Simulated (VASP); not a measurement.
# C in VASP: further runs, part 4 of 4

VASP 6.6.1. The steps go on from the part before.

**5. Single point, LDA (strain -0.030 along x and y, -0.015 along z)**

File INCAR:

```
  ALGO = Normal
  EDIFF = 1E-7
  ENCUT = 520
  GGA = CA
  ISIF = 2
  ISMEAR = 0
  LASPH = T
  LCHARG = F
  LREAL = F
  LWAVE = F
  NBANDS = 26
  NELM = 100
  PREC = Accurate
  SIGMA = 0.05
```

File KPOINTS:

```
k-points
0
Gamma
  8 8 8
```

File POSCAR:

```
C
1.0
   -2.3380863495      2.3380863495      2.3742423240
    2.3380863495     -2.3380863495      2.3742423240
    2.3380863495      2.3380863495     -2.3742423240
C
8
Direct
    0.3254710859      0.0000000000      0.0000000000
    0.6745289141      0.6745289141      0.6745289141
    0.0000000000      0.3254710859      0.0000000000
    0.0000000000      0.0000000000      0.3254710859
    0.0000000000      0.6745289141      0.0000000000
    0.3254710859      0.3254710859      0.3254710859
    0.6745289141      0.0000000000      0.0000000000
    0.0000000000      0.0000000000      0.6745289141
```

Potentials or basis: VASP PAW LDA potentials, release 64 (C).

Started as:

```sh
$ cat potpaw_LDA.64/C/POTCAR > POTCAR
$ mpirun -np 1 vasp_std > vasp.out
```

OUTCAR:

```text
EDIFF = 1E-7
   ENCUT = 520
   GGA = CA
   ISIF = 2
   ISMEAR = 0
   LASPH = T
   LREAL = F
   NELM = 100
   PREC = Accurate

 ion  position               nearest neighbor table
   1  0.325  0.000  0.000-   7 1.42   6 1.52   8 1.52   5 1.55
   2  0.675  0.675  0.675-   6 1.42   5 1.52   7 1.52   8 1.55
   3  0.000  0.325  0.000-   5 1.42   6 1.52   8 1.52   7 1.55
   4  0.000  0.000  0.325-   8 1.42   7 1.52   5 1.52   6 1.55
   5  0.000  0.675  0.000-   3 1.42   2 1.52   4 1.52   1 1.55
   6  0.325  0.325  0.325-   2 1.42   1 1.52   3 1.52   4 1.55
   7  0.675  0.000  0.000-   1 1.42   2 1.52   4 1.52   3 1.55
   8  0.000  0.000  0.675-   4 1.42   3 1.52   1 1.52   2 1.55

  LATTYP: Found a body centered tetragonal cell.
 ALAT       =     4.6761726990
 C/A-ratio  =     1.0154639175

  Lattice vectors:

 A1 = (  -2.3380863495,   2.3380863495,   2.3742423240)
 A2 = (   2.3380863495,  -2.3380863495,   2.3742423240)
 A3 = (   2.3380863495,   2.3380863495,  -2.3742423240)

Analysis of symmetry for initial positions (statically):
=====================================================================
 Subroutine PRICEL returns:
 Original cell was already a primitive cell.

 Routine SETGRP: Setting up the symmetry group for a
 body centered tetragonal supercell.

 Subroutine GETGRP returns: Found 16 space group operations
 (whereof 16 operations were pure point group operations)
 out of a pool of 16 trial point group operations.

The static configuration has the point symmetry D_4h.

Analysis of symmetry for dynamics (positions and initial velocities):
=====================================================================
 Subroutine PRICEL returns:
 Original cell was already a primitive cell.

 Routine SETGRP: Setting up the symmetry group for a
 body centered tetragonal supercell.

 Subroutine GETGRP returns: Found 16 space group operations
 (whereof 16 operations were pure point group operations)
 out of a pool of 16 trial point group operations.

The dynamic configuration has the point symmetry D_4h.

 Subroutine INISYM returns: Found 16 space group operations
 (whereof 16 operations are pure point group operations),
 and found     1 'primitive' translations

----------------------------------------------------------------------------------------

                                     Primitive cell

  volume of cell :      51.9166

  direct lattice vectors                    reciprocal lattice vectors
    -2.338086350  2.338086350  2.374242324     0.000000000  0.213850100  0.210593500
     2.338086350 -2.338086350  2.374242324     0.213850100  0.000000000  0.210593500
     2.338086350  2.338086350 -2.374242324     0.213850100  0.213850100  0.000000000

  length of vectors
     4.070666060  4.070666060  4.070666060     0.300135782  0.300135782  0.302429712

  position of ions in fractional coordinates (direct lattice)
     0.325471086  0.000000000  0.000000000
     0.674528914  0.674528914  0.674528914
     0.000000000  0.325471086  0.000000000
     0.000000000  0.000000000  0.325471086
     0.000000000  0.674528914  0.000000000
     0.325471086  0.325471086  0.325471086
[... 36 lines left out ...]
 ===========================================

 Found     59 irreducible k-points:

 Following reciprocal coordinates:
            Coordinates               Weight
  0.000000  0.000000  0.000000      1.000000
  0.125000 -0.000000  0.000000      8.000000
  0.250000 -0.000000  0.000000      8.000000
  0.375000  0.000000  0.000000      8.000000
  0.500000 -0.000000  0.000000      4.000000
  0.125000  0.125000  0.000000      8.000000
[... 16 lines left out ...]
  0.250000  0.125000  0.125000     16.000000
  0.375000  0.125000  0.125000      8.000000
 [... further k-points ...]
   k-points           NKPTS =     59   k-points in BZ     NKDIM =     59   number of bands    NBANDS=     26
   number of dos      NEDOS =    301   number of ions     NIONS =      8
   total plane-waves  NPLWV =  27000
   dimension x,y,z NGX =    30 NGY =   30 NGZ =   30
   dimension x,y,z NGXF=    60 NGYF=   60 NGZF=   60
   ions per type =               8
   NGX,Y,Z   is equivalent  to a cutoff of  12.25, 12.25, 12.25 a.u.
   NGXF,Y,Z  is equivalent  to a cutoff of  24.50, 24.50, 24.50 a.u.
 SYSTEM =  unknown system
   PREC   = accura    normal or accurate (medium, high low for compatibility)
   ISTART =      0    job   : 0-new  1-cont  2-samecut
   ICHARG =      2    charge: 1-file 2-atom 10-const
   ISPIN  =      1    spin polarized calculation?
   LNONCOLLINEAR =      F non collinear calculations
   LSORBIT =      F    spin-orbit coupling
   LASPH  =      T    aspherical Exc in radial PAW
   ENCUT  =  520.0 eV  38.22 Ry    6.18 a.u.   7.57  7.57  7.57*2*pi/ulx,y,z
   NELM   =    100;   NELMIN=  2; NELMDL= -5     # of ELM steps
   EDIFF  = 0.1E-06   stopping-criterion for ELM
   LREAL  =      F    real-space projection
   EDIFFG = 0.1E-05   stopping-criterion for IOM
   NSW    =      0    number of steps for IOM
   IBRION =     -1    ionic relax: 0-MD 1-quasi-New 2-CG
   NFREE  =      0    steps in history (QN), initial steepest desc. (CG)
   ISIF   =      2    stress and relaxation
   ISYM   =      2    0-nonsym 1-usesym 2-fastsym
   POTIM  = 0.5000    time-step for ionic-motion
   TEBEG  =    0.0;   TEEND  =   0.0 temperature during run
   PSTRESS=    0.0 pullay stress
   NELECT =      32.0000    total number of electrons
   NUPDOWN=      -1.0000    fix difference up-down
   EMIN   =  10.00;   EMAX   =-10.00  energy-range for DOS
   EFERMI =   0.00;   METHOD = LEGACY
   ISMEAR =     0;   SIGMA  =   0.05  broadening in eV -4-tet -1-fermi 0-gaus
   EFERMI_NEDOS =   21; number of points for ismear=-14 and -15
   IALGO  =     38    algorithm
   IMIX   =      4    mixing-type and parameters
     AMIX     =   0.40;   BMIX     =  1.00
     AMIX_MAG =   1.60;   BMIX_MAG =  1.00
  volume/ion in A,a.u.               =       6.49        43.79
  Fermi-wavevector in a.u.,A,eV,Ry     =   1.393230  2.632823 26.410126  1.941090
  Thomas-Fermi vector in A             =   2.516896
   LORBIT       =      0    0 simple, 1 ext, 2 COOP (PROOUT), +10 PAW based schemes
   GGA     = CA    functional components
   LHFCALC =     F    Hartree Fock is set to
   AEXX    =    0.0000 exact exchange contribution
   IVDW    =     0    specifies the selected vdW correction
   LEPSILON=     F    determine dielectric tensor
   LRPA    =     F    only Hartree local field effects (RPA)
 non-spin polarized calculation
 Gauss-broadening in eV      SIGMA  =   0.05
  energy-cutoff  :      520.00
  volume of cell :       51.92
 maximum number of plane-waves:      1425
   NGX = 15   NGY = 15   NGZ = 15

 number of electron      32.0000002 magnetization

 Free energy of the ion-electron system (eV)
  ---------------------------------------------------
  ext. energy  EPLUGINS =         0.00000000
  ---------------------------------------------------
  free energy    TOTEN  =       -74.86179542 eV

  energy without entropy =      -74.86179542  energy(sigma->0) =      -74.86179542

 E-fermi :   8.1543     XC(G=0): -12.3609

 val. band max:        7.8800439922   @ k =   0.5000   0.5000   0.5000
 cond. band min:      10.8500010479   @ k =  -0.1250  -0.1250   0.1250
 fundamental gap:      2.9699570557
 Fermi energy:         8.1542615598

 k-point     1 :       0.0000    0.0000    0.0000
  band No.  band energies     occupation
      1     -14.1844      2.00000
      2      -5.7566      2.00000
      3      -5.4466      2.00000
      4      -5.4466      2.00000
      5      -4.6969      2.00000
      6      -4.3138      2.00000
[... 685 lines left out ...]
     25      20.5346      0.00000
     26      20.6768      0.00000

 [... further k-points ...]
[... 5 lines left out ...]
  --------------------------------------------------------------------------------------
  -------------------------------------------------------------------------------------
  Total       11.3246474     11.3246474      7.7532797      0.0000000      0.0000000      0.0000000
  in kB      349.4854874    349.4854874    239.2709148      0.0000000      0.0000000      0.0000000
  external PRESSURE =     312.7472965 kB  Pullay stress =       0.0000000 kB

 VOLUME and BASIS-vectors are now :
 -----------------------------------------------------------------------------
  energy-cutoff  :      520.00
  volume of cell :       51.92
      direct lattice vectors                 reciprocal lattice vectors
    -2.338086350  2.338086350  2.374242324     0.000000000  0.213850100  0.210593500
     2.338086350 -2.338086350  2.374242324     0.213850100  0.000000000  0.210593500
     2.338086350  2.338086350 -2.374242324     0.213850100  0.213850100  0.000000000

 POSITION                                       TOTAL-FORCE (eV/Angst)
 -----------------------------------------------------------------------------------
     -0.76098      0.76098      0.77275        -0.451297      0.451297     -0.035120
      1.57711      1.57711      1.60150        -0.451297     -0.451297      0.035120
      0.76098     -0.76098      0.77275         0.451297     -0.451297     -0.035120
      0.76098      0.76098     -0.77275         0.451297      0.451297      0.035120
      1.57711     -1.57711      1.60150        -0.451297      0.451297      0.035120
      0.76098      0.76098      0.77275         0.451297      0.451297     -0.035120
     -1.57711      1.57711      1.60150         0.451297     -0.451297      0.035120
      1.57711      1.57711     -1.60150        -0.451297     -0.451297     -0.035120
 -----------------------------------------------------------------------------------
    total drift:                                0.000000     -0.000000     -0.000000

  FREE ENERGIE OF THE ION-ELECTRON SYSTEM (eV)
  ---------------------------------------------------
  free  energy   TOTEN  =       -74.8617954204 eV

  energy  without entropy=      -74.8617954204  energy(sigma->0) =      -74.86179542
```

It took 82 s on 1 thread of Intel Xeon 6975P-C (Granite Rapids), shared host; peak memory 0.17 GiB.

Results:

| Item | Value |
| --- | --- |
| Free energy | -74.8618 eV |
| Pressure | 31.3 GPa |
| Largest force | 0.639 eV/Å |
| Band gap on the k mesh | 2.97 eV, indirect (least direct gap 3.78 eV) |

Forces on the atoms (eV/Å):
```
C   -0.451  0.451 -0.035
C   -0.451 -0.451  0.035
C    0.451 -0.451 -0.035
C    0.451  0.451  0.035
C   -0.451  0.451  0.035
C    0.451  0.451 -0.035
C    0.451 -0.451  0.035
C   -0.451 -0.451 -0.035
```

Levels at points of the mesh, in eV from the valence-band top:
```tsv
k point	band 13	band 14	band 15	band 16	band 17	band 18	band 19	band 20
(0.00, 0.00, 0.00)	-5.83	-0.43	-0.43	-0.21	3.83	4.50	4.50	7.94
(0.50, 0.00, 0.00)	-3.37	-3.34	-2.69	-2.32	3.92	5.87	5.98	6.91
(0.50, 0.50, 0.00)	-3.51	-3.19	-2.50	-2.40	4.02	5.40	6.03	6.41
(0.50, 0.50, 0.50)	-6.16	-0.20	0.00	0.00	3.78	5.99	5.99	6.38
```

Caveat: the cell differs from its parent crystal (strain -0.030 along x and y, -0.015 along z).

**6. Single point, LDA (strain -0.030 along x and y, +0.000 along z)**

File INCAR:

```
SYSTEM = C
ALGO = Normal
EDIFF = 1E-6
ENCUT = 520
GGA = CA
ISIF = 2
ISMEAR = 0
LASPH = .TRUE.
LCHARG = .FALSE.
LREAL = .FALSE.
LWAVE = .FALSE.
NBANDS = 26
NELM = 80
PREC = Accurate
SIGMA = 0.05
```

File KPOINTS:

```
k-points
0
G
  8 8 8
  0 0 0
```

POSCAR, as its differences from that of step 5:

```diff
@@ -2,5 +2,5 @@
 1.0
-   -2.3380863495      2.3380863495      2.3742423240
-    2.3380863495     -2.3380863495      2.3742423240
-    2.3380863495      2.3380863495     -2.3742423240
+   -2.3380863495      2.3380863495      2.4103982985
+    2.3380863495     -2.3380863495      2.4103982985
+    2.3380863495      2.3380863495     -2.4103982985
 C
```

Potentials or basis: VASP PAW LDA potentials, release 64 (C).

Started as:

```sh
$ cat potpaw_LDA.64/C/POTCAR > POTCAR
$ mpirun -np 1 vasp_std > vasp.out
```

Wall time 81 s (1 thread of Intel Xeon 6975P-C (Granite Rapids), shared host); peak memory 0.17 GiB.

It converged, with:

```
Free energy            : -74.9490 eV
Pressure               : 24.9 GPa
Largest force          : 0.864 eV/Å
Band gap on the k mesh : 2.64 eV, indirect (least direct gap 3.43 eV)
```

Forces in eV/Å, atoms in the order of the input:
```
C   -0.563  0.563 -0.337
C   -0.563 -0.563  0.337
C    0.563 -0.563 -0.337
C    0.563  0.563  0.337
C   -0.563  0.563  0.337
C    0.563  0.563 -0.337
C    0.563 -0.563  0.337
C   -0.563 -0.563 -0.337
```

Stress tensor (GPa, compression positive):
```
31.80  0.00  0.00
 0.00 31.80  0.00
 0.00  0.00 11.08
```

Levels at points of the mesh, in eV from the valence-band top:
```tsv
k point	band 12	band 13	band 14	band 15	band 16	band 17	band 18	band 19	band 20	band 21
(0.00, 0.00, 0.00)	-5.89	-5.78	-0.57	-0.57	-0.14	3.29	4.61	4.61	7.75	8.50
(0.50, 0.00, 0.00)	-4.63	-3.48	-3.29	-2.76	-2.32	3.80	5.74	6.03	6.92	6.92
(0.50, 0.50, 0.00)	-4.89	-3.63	-3.11	-2.49	-2.41	3.99	4.91	5.95	6.04	7.41
(0.50, 0.50, 0.50)	-6.61	-5.96	-0.40	0.00	0.00	3.71	5.72	5.72	6.50	7.95
```

Caveat: the cell differs from its parent crystal (strain -0.030 along x and y, +0.000 along z).

**7. Overview**

| cell | gap on the mesh (eV) | pressure (GPa) | largest force (eV/Å) |
| --- | --- | --- | --- |
| a = 4.112 Å, angles 109.5°, 8 atoms | 3.12 | 18.1 | 0.30 |
| a = 4.238 Å, angles 109.5°, 8 atoms | 2.94 | -13.1 | 0.18 |
| a = 4.300 Å, angles 109.5°, 8 atoms | 2.84 | -24.9 | 0.38 |
| a = 4.071 Å, angles 109.9, 109.9, 108.6°, 8 atoms | 2.97 | 31.3 | 0.64 |
| a = 4.092 Å, angles 110.3, 110.3, 107.8°, 8 atoms | 2.64 | 24.9 | 0.86 |

Alike in all rows: task single point; level LDA; potentials or basis VASP PAW LDA potentials, release 64 (C); no spin polarisation; k mesh 8 × 8 × 8; cutoff (eV) 520; smearing gaussian 0.05 eV.

Absolute energies hang on the potentials; compare differences alone.
